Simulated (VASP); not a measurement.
Here is a VASP 6.6.1 calculation.

File INCAR:

```
SYSTEM = TaN
  PREC = Accurate
  ENCUT = 600
  EDIFF = 1E-6
  ISMEAR = 0
  SIGMA = 0.1
  LREAL = .FALSE.
  LASPH = .TRUE.
  NELM = 80
  ALGO = Normal
  ISIF = 3
  LWAVE = .FALSE.
  LCHARG = .FALSE.
  GGA = PE
  IBRION = 2
  NSW = 80
  EDIFFG = -0.015
```

File KPOINTS:

```
Automatic mesh
0
G
  9 9 9
  0 0 0
```

POSCAR

```
TaN
1.0
   -1.4751000492     -2.5549482314     -2.8977618661
   -1.4751000491      2.5549482314     -2.8977618661
    2.9502000983      0.0000000000     -2.8977618661
Ta N
3 3
Direct
    0.1666666667      0.5000000000      0.8333333333
    0.8333333333      0.1666666667      0.5000000000
    0.5000000000      0.8333333333      0.1666666667
    1.0000000000      0.6666666667      0.3333333333
    0.6666666667      0.3333333333      0.0000000000
    0.3333333333      0.0000000000      0.6666666667
```

Potentials or basis: VASP PAW PBE potentials, release 64 (Ta_pv, N).

The run is started by

```console
$ cat potpaw_PBE.64/Ta_pv/POTCAR potpaw_PBE.64/N/POTCAR > POTCAR
$ mpirun -np 1 vasp_std > vasp.out
```

Question: What does it give for the relaxed volume?

Answer: 10.94 Å³/atom.

Question: Estimate the relaxed cell.

Answer: a = 4.138 Å, b = 4.138 Å, c = 4.138 Å, α = 76.31°, β = 76.31°, γ = 76.31°.

Question: What does it give for the space group after relaxing (to 0.1 Å)?

Answer: P-6m2 (No. 187).

Question: Predict the band gap on the k mesh.

Answer: Zero (bands 24 and 25 overlap by 0.29 eV).

Step by step:
```
step  energy change (eV)  largest force (eV/Å)  pressure (GPa)  volume (Å³)
   1              0.0000                0.0000            0.54        65.53
   2              0.0008                0.0000           -1.26        65.87
   3             -0.0002                0.0000            0.01        65.63
```

Caveat: spin-orbit coupling is left out, which moves the levels of the heavy elements.
